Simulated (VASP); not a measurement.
Here is a VASP 6.6.1 calculation.

The input INCAR:

```
SYSTEM = K2Pt
PREC = Accurate ; ENCUT = 520
EDIFF = 1E-6 ; ISMEAR = 0
SIGMA = 0.05 ; LREAL = .FALSE.
LASPH = .TRUE. ; NELM = 100
ALGO = Normal ; ISIF = 2
LWAVE = .FALSE. ; LCHARG = .FALSE.
GGA = CA ; NBANDS = 21
```

The input KPOINTS:

```
regular mesh
0
G
  6 6 6
  0 0 0
```

The input POSCAR:

```
K2Pt
1.0
    0.0000000000      3.7341948508      3.7814631400
    3.8287314292      0.0000000000      3.7814631400
    3.8287314292      3.7341948508      0.0000000000
K Pt
2 1
Direct
    0.7500000000      0.7500000000      0.7500000000
    0.2500000000      0.2500000000      0.2500000000
    0.0000000000      0.0000000000      0.0000000000
```

Potentials or basis: VASP PAW LDA potentials, release 64 (K_sv, Pt).

Launch:

```console
$ cat potpaw_LDA.64/K_sv/POTCAR potpaw_LDA.64/Pt/POTCAR > POTCAR
$ mpirun -np 1 vasp_std > vasp.out
```

Q: Predict the pressure.

A: -1.8 GPa.

Q: Predict the band gap on the k mesh.

A: 1.31 eV (least direct gap 1.38 eV).

Stress tensor (GPa, compression positive):
```
-2.08  0.00  0.00
 0.00 -1.54  0.00
 0.00  0.00 -1.80
```

Caveat: the cell differs from its parent crystal (strain +0.0125 x Voigt [1, -1, 0, 0, 0, 0]); spin-orbit coupling is left out, which moves the levels of the heavy elements. A k mesh can miss the band edges.
